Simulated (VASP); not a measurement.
Input of a VASP 6.6.1 run:

File INCAR:

```
SYSTEM = Mo
  PREC = Accurate
  ENCUT = 520
  EDIFF = 1E-7
  ISMEAR = -1
  SIGMA = 0.15
  LREAL = .False.
  LASPH = .True.
  NELM = 60
  ALGO = Normal
  ISIF = 2
  LWAVE = .False.
  LCHARG = .False.
  GGA = PS
  NBANDS = 13
```

KPOINTS

```
regular mesh
0
Gamma
  12 12 11
  0 0 0
```

File POSCAR:

```
Mo
1.0
    2.7078766966      0.0000000000      0.0000000000
   -1.3539383483      2.3450898588      0.0000000000
    0.0000000000      0.0000000000      2.5293693262
Mo
1
Direct
    0.0000000000      0.0000000000      0.5000000000
```

Potentials or basis: VASP PAW PBE potentials, release 64 (Mo_sv).

Command:

```bash
$ cat potpaw_PBE.64/Mo_sv/POTCAR > POTCAR
$ mpirun -np 1 vasp_std > vasp.out
```

Question: What does it give for the pressure?

Answer: 3.2 GPa.

Question: Estimate the band gap on the k mesh.

Answer: Zero (band 7 reaches 12.90 eV, above the bottom of band 8 at 10.95 eV).

Stress tensor (GPa, compression positive):
```
 7.19  0.00  0.00
 0.00  7.19  0.00
 0.00  0.00 -4.64
```

Caveat: the PAW data sets were made with another functional, which shifts forces and pressure a little.
